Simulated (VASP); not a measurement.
Here is a VASP 6.6.1 calculation.

The input INCAR:

```
PREC = Accurate
ENCUT = 600
EDIFF = 1E-6
ISMEAR = -1
SIGMA = 0.1
LREAL = F
LASPH = T
NELM = 200
ALGO = Normal
ISIF = 2
LWAVE = F
LCHARG = F
ISPIN = 2
MAGMOM = 0.34 0.33 0.3 0.63 0.74 0.7 1.85 1.91
LORBIT = 11
LMAXMIX = 4
GGA = PE
NBANDS = 53
GGA_COMPAT = F
```

KPOINTS

```
regular mesh
0
Gamma
  1 1 1
```

POSCAR

```
Co2Ni3Pt3
1.0
    1.8450807000      3.6901613000      1.8450807000
    3.6901613000     -1.8450807000     -1.8450807000
    0.0000000000      3.6901613000     -3.6901613000
Pt Ni Co
3 3 2
Direct
    0.0109294000      0.4929315000      0.7326978000
    0.4960886000      0.7681072000      0.3797749000
    0.0237380000      0.0117477000      0.4991216000
    0.4877348000      0.7674707000      0.8652480000
    0.0058307000      0.4880667000      0.2358023000
    0.9836975000      0.0039390000      0.0112488000
    0.4949742000      0.2321092000      0.6390623000
    0.5107365000      0.2454097000      0.1296090000
```

Potentials or basis: VASP PAW PBE potentials, release 64 (Pt, Ni, Co).

Command:

```sh
$ cat potpaw_PBE.64/Pt/POTCAR potpaw_PBE.64/Ni/POTCAR potpaw_PBE.64/Co/POTCAR > POTCAR
$ mpirun -np 1 vasp_gam > vasp.out
```

Question: Predict the net moment.

Answer: 5.92 μB per cell.

Question: Predict the largest force.

Answer: 4.436 eV/Å.

Question: What does it give for the pressure?

Answer: 8.5 GPa.

Question: What does it give for the band gap on the k mesh?

Answer: 0.18 eV.

Stress tensor (GPa, compression positive):
```
13.64  4.70 20.53
 4.70  3.73 10.45
20.53 10.45  8.25
```

Caveat: the k points lie up to 1.47 Å⁻¹ apart; spin-orbit coupling is left out, which moves the levels of the heavy elements; forces of over 1 eV/Å act on the atoms, so gaps and moduli don't describe the material at rest. A k mesh can miss the band edges.
